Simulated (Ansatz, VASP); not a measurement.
## Ti: VASP beside Ansatz

```
Ti
1.0
     0.00000    1.86760    2.11120
     1.86760    0.00000    2.11120
     1.86760    1.86760    0.00000
Ti
1
Cartesian
  0.0000 0.0000 0.0000
```

Change from the starting cell: strain -0.080 along x and y, +0.040 along z, atoms carried along.

Alike in both runs: task single point; functional PBE; k mesh 20 × 20 × 20; occupations gaussian, width 0.15 eV; no spin polarisation.

|  | VASP | Ansatz |
| --- | --- | --- |
| version | VASP 6.6.1 | Ansatz 0.2.0 |
| potentials or method | VASP PAW PBE potentials, release 64 (Ti_sv), cutoff 520 eV | scalar-relativistic, plane waves, PAW |
| valence electrons in the cell | 12 | 12 |

|  | VASP | Ansatz | Ansatz less VASP |
| --- | --- | --- | --- |
| gap on the k mesh at the Fermi level (eV) | none | none | - |
| pressure (GPa) | 22.6 | 23.2 | +0.57 |
| traceless stress, the component that is largest in VASP (GPa) | -1.89 | -1.79 | +0.093 |

A gap of «none» marks a metal or a gap that the smearing closes.
